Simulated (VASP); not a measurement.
# FePt (P4/mmm) in VASP: a series of runs, part 2 of 2

VASP 6.6.1. Earlier steps stand in the parts before.

## (3) Relaxation of cell and atoms, BLYP+D4, collinear spin, ferromagnetic start

This run uses another cell than the first one, of 13.80 Å³/atom.

Contents of INCAR:

```
SYSTEM = FePt
PREC = Accurate ; ENCUT = 600
EDIFF = 1E-6 ; ISMEAR = -1
SIGMA = 0.05 ; LREAL = .FALSE.
LASPH = .TRUE. ; NELM = 150
ALGO = Normal ; ISIF = 3
LWAVE = .FALSE. ; LCHARG = .FALSE.
ISPIN = 2 ; MAGMOM = 0 3
LORBIT = 11 ; LMAXMIX = 4
GGA = B5 ; ALDAX = 1.0
AGGAX = 1.0 ; AGGAC = 1.0
ALDAC = 0.0 ; IVDW = 13
VDW_S6 = 1.0 ; VDW_S8 = 2.34076671
VDW_A1 = 0.44488865 ; VDW_A2 = 4.0933009
IBRION = 2 ; NSW = 60
EDIFFG = -0.01
```

Contents of KPOINTS:

```
regular mesh
0
G
  10 10 7
  0 0 0
```

Contents of POSCAR:

```
FePt
1.0
    2.7235000000      0.0000000000      0.0000000000
    0.0000000000      2.7235000000      0.0000000000
    0.0000000000      0.0000000000      3.7200000000
Pt Fe
1 1
Direct
    0.5000000000      0.5000000000      0.5000000000
    0.0000000000      0.0000000000      0.0000000000
```

Potentials or basis: VASP PAW PBE potentials, release 64 (Pt, Fe).

Launch:

```console
cat potpaw_PBE.64/Pt/POTCAR potpaw_PBE.64/Fe/POTCAR > POTCAR
mpirun -np 1 vasp_std > vasp.out
```

OUTCAR:

```text
SYSTEM = FePt
   PREC = Accurate
   ENCUT = 600
   EDIFF = 1E-6
   ISMEAR = -1
   LREAL = .FALSE.
   LASPH = .TRUE.
   NELM = 150
   ISIF = 3
   ISPIN = 2
   LORBIT = 11
   GGA = B5
   IVDW = 13
   IBRION = 2
   NSW = 60
   EDIFFG = -0.01

 ion  position               nearest neighbor table
   1  0.500  0.500  0.500-   2 2.68   2 2.68   2 2.68   2 2.68   2 2.68   2 2.68   2 2.68   2 2.68

   2  0.000  0.000  0.000-   1 2.68   1 2.68   1 2.68   1 2.68   1 2.68   1 2.68   1 2.68   1 2.68

  LATTYP: Found a simple tetragonal cell.
 ALAT       =     2.7235000000
 C/A-ratio  =     1.3658894804

  Lattice vectors:

 A1 = (   2.7235000000,   0.0000000000,   0.0000000000)
 A2 = (   0.0000000000,   2.7235000000,   0.0000000000)
 A3 = (   0.0000000000,   0.0000000000,   3.7200000000)

Analysis of symmetry for initial positions (statically):
[... 709 lines left out ...]
      7       6.7291      1.00000
      8       6.9004      1.00000
      9       7.1864      1.00000
     10       7.4928      1.00000
     11       8.4577      0.99999
     12      12.7414      0.00000
     13      16.9418      0.00000
     14      20.7304      0.00000
     15      22.8660      0.00000

 [... further k-points ...]

 spin component 2

 k-point     1 :       0.0000    0.0000    0.0000
  band No.  band energies     occupation
      1      -0.1601      1.00000
      2       3.3540      1.00000
      3       3.4054      1.00000
      4       6.6529      1.00000
      5       6.6529      1.00000
      6       8.1940      1.00000
      7       8.2175      1.00000
      8       9.5394      0.00004
      9      10.6050      0.00000
     10      10.6050      0.00000
     11      10.6261      0.00000
     12      11.6638      0.00000
     13      19.5060      0.00000
     14      20.9801      0.00000
[... 448 lines left out ...]
  FREE ENERGIE OF THE ION-ELECTRON SYSTEM (eV)
  ---------------------------------------------------
  free  energy   TOTEN  =       -14.6151719662 eV

  energy  without entropy=      -14.6040828579  energy(sigma->0) =      -14.60962741

 reached required accuracy - stopping structural energy minimisation

 total charge

# of ion       s       p       d       tot
------------------------------------------
    1        0.716   0.620   8.104   9.441
    2        0.403   0.425   6.184   7.011
--------------------------------------------------
tot          1.119   1.045  14.288  16.452

 magnetization (x)

# of ion       s       p       d       tot
------------------------------------------
    1       -0.025  -0.062   0.427   0.340
    2        0.002  -0.008   2.874   2.868
--------------------------------------------------
tot         -0.023  -0.070   3.301   3.208
```

OSZICAR:

```text
N       E                     dE             d eps       ncg     rms          rms(c)
DAV:   1     0.106250691310E+03    0.10625E+03   -0.95998E+03  5120   0.150E+03
DAV:   2    -0.971358775639E+01   -0.11596E+03   -0.10398E+03  5180   0.274E+02
[... 29 lines left out ...]
DAV:   3    -0.126023535278E+02   -0.22347E-03   -0.54468E-03  5892   0.927E-01    0.790E-01
DAV:   4    -0.126020507918E+02    0.30274E-03   -0.25580E-03  6730   0.131E+00    0.294E-01
DAV:   5    -0.126017689625E+02    0.28183E-03   -0.24652E-03  6123   0.133E+00    0.270E-01
DAV:   6    -0.126014817507E+02    0.28721E-03   -0.61404E-04  7299   0.498E-01    0.437E-02
DAV:   7    -0.126014899741E+02   -0.82234E-05   -0.40008E-05  6516   0.955E-02    0.231E-02
DAV:   8    -0.126014927209E+02   -0.27468E-05   -0.41278E-06  5873   0.187E-02    0.121E-02
DAV:   9    -0.126014930966E+02   -0.37573E-06   -0.67968E-07  3199   0.127E-02
   3 F= -.14615172E+02 E0= -.14609627E+02  d E =-.415384E-02  mag=     3.2305
```

CONTCAR:

```text
FePt
   1.00000000000000
     2.7372856442668883    0.0000000000000000    0.0000000000000000
     0.0000000000000000    2.7372856442668883    0.0000000000000000
    -0.0000000000000000    0.0000000000000000    3.7388578702292214
  Pt              Fe
     1     1
Direct
     0.5000000000000000    0.5000000000000000    0.5000000000000000
     0.0000000000000000    0.0000000000000000    0.0000000000000000

  0.00000000E+00  0.00000000E+00  0.00000000E+00
  0.00000000E+00  0.00000000E+00  0.00000000E+00
```

It took 83 s on 1 thread of Intel Xeon 6975P-C (Granite Rapids), shared host; peak memory 0.22 GiB.

What came out:

```
Free energy                                           : -14.6152 eV
Relaxed volume                                        : 14.01 Å³/atom
Relaxed cell                                          : a = 2.737 Å, b = 2.737 Å, c = 3.739 Å, α = 90.00°, β = 90.00°, γ = 90.00°
Space group after relaxing (to 0.1 Å)                 : P4/mmm (No. 123)
Energy gained by relaxing                             : 2.1 meV/atom
Ionic steps                                           : 3
Pressure after relaxing                               : 0.0 GPa
Net moment                                            : 3.23 μB per cell
Site moments                                          : Pt +0.34; Fe +2.87 μB
Valence electrons inside the program's atomic spheres : Pt 9.44; Fe 7.01
Dispersion energy per atom                            : -1.007 eV
```

The path:
| step | energy change (eV) | largest force (eV/Å) | pressure (GPa) | volume (Å³) |
| --- | --- | --- | --- | --- |
| 1 | 0.0000 | 0.0000 | 3.25 | 27.59 |
| 2 | 0.0069 | 0.0000 | -4.84 | 28.73 |
| 3 | -0.0042 | 0.0000 | -0.04 | 28.01 |

Final structure:
```yaml
crystal:
  lattice:
    - [2.73729, 0.00000, 0.00000]
    - [0.00000, 2.73729, 0.00000]
    - [0.00000, 0.00000, 3.73886]
  atoms:
    - { symbol: Pt, position: [0.50000, 0.50000, 0.50000] }
    - { symbol: Fe, position: [0.00000, 0.00000, 0.00000] }
```

Caveat: the PAW data sets were made with another functional, which shifts forces and pressure a little.
